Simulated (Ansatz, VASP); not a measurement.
Y: VASP beside Ansatz

```
CELL_PARAMETERS angstrom
0.00013 5.05446 5.04945
5.08856 0.00087 5.04837
5.08830 5.05365 0.00068
ATOMIC_POSITIONS crystal
Y 0.99992 0.99987 0.00008
Y 0.99998 0.00011 0.49981
Y 0.00010 0.49994 0.00005
Y 0.00001 0.50002 0.50007
Y 0.50000 0.00009 0.00002
Y 0.49985 0.99994 0.50003
Y 0.50009 0.50008 0.00000
Y 0.50005 0.49996 0.49995
```

Change from the starting cell: cell x8, atoms moved at random (sigma 0.05 Å) and cell strained at random (1.5 %), then relaxed without symmetry.

Alike in both runs: functional PBE; k mesh 4 × 4 × 4; occupations gaussian, width 0.2 eV; no spin polarisation.

Ansatz relaxed the structure, and its values are those at the end. VASP's run is a single point on that final structure, the one shown.

```csv
,VASP,Ansatz
version,VASP 6.6.1,Ansatz 0.2.0
potentials or method,"VASP PAW PBE potentials, release 64 (Y_sv), cutoff 520 eV","scalar-relativistic, plane waves, PAW"
valence electrons in the cell,88,88
```

|  | VASP | Ansatz | Ansatz less VASP |
| --- | --- | --- | --- |
| gap on the k mesh at the Fermi level (eV) | none | none | - |
| pressure (GPa) | -0.1 | 0.0 | +0.11 |

A gap of «none» marks a metal or a gap that the smearing closes.
